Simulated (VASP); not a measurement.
Input of a VASP 6.6.1 run:

File INCAR:

```
ALGO = Normal
EDIFF = 1E-7
ENCUT = 520
GGA = PE
ISIF = 2
ISMEAR = 0
ISPIN = 2
LASPH = T
LCHARG = F
LORBIT = 11
LREAL = Auto
LWAVE = F
MAGMOM = 0 0 0 0 0 0 0 0 0 0 0 0 0 0 0 0 0 0 0 0
NBANDS = 60
NELM = 150
PREC = Accurate
SIGMA = 0.02
```

Contents of KPOINTS:

```
k-points
0
Gamma
  2 2 1
```

POSCAR

```
HC18O
1.0
    7.3980000000      0.0000000000      0.0000000000
   -3.6990000000      6.4068560000      0.0000000000
    0.0000000000      0.0000000000     11.0000000000
C O H
18 1 1
Direct
   -0.0213602594     -0.0106123815      0.0830646364
    0.1989035877      0.1015498085      0.0898934545
   -0.0215939203      0.3224509806      0.0793660909
    0.2004067933      0.4337673580      0.0791639091
   -0.0206892300      0.6561268117      0.0843978182
    0.1993700744      0.7646160613      0.0926931818
    0.3094356782     -0.0105279407      0.1298870909
    0.5354643018      0.1009629372      0.0947295455
    0.3112476659      0.3218386678      0.0829377273
    0.5343709403      0.4341149544      0.0855180909
    0.3113720428      0.6565864755      0.0847674545
    0.5343890141      0.7665695936      0.0863326364
    0.6442330685     -0.0105781994      0.0858628182
    0.8669308403      0.1002707100      0.0797478182
    0.6445906772      0.3213122006      0.0853131818
    0.8673796741      0.4332989535      0.0801247273
    0.6452005738      0.6557893606      0.0850399091
    0.8667609251      0.7665461812      0.0854010909
    0.2889898400      0.9773995233      0.2674008182
    0.3471542775      1.1188865490      0.2992672727
```

Potentials or basis: VASP PAW PBE potentials, release 64 (C, O, H).

The run is started by

```bash
$ cat potpaw_PBE.64/C/POTCAR potpaw_PBE.64/O/POTCAR potpaw_PBE.64/H/POTCAR > POTCAR
$ mpirun -np 1 vasp_std > vasp.out
```

(1) What does it give for the largest force?

(2) Predict the net moment.

Results:

(1) 0.341 eV/Å.

(2) 0.00 μB per cell.

Caveat: the k points lie up to 0.49 Å⁻¹ apart.
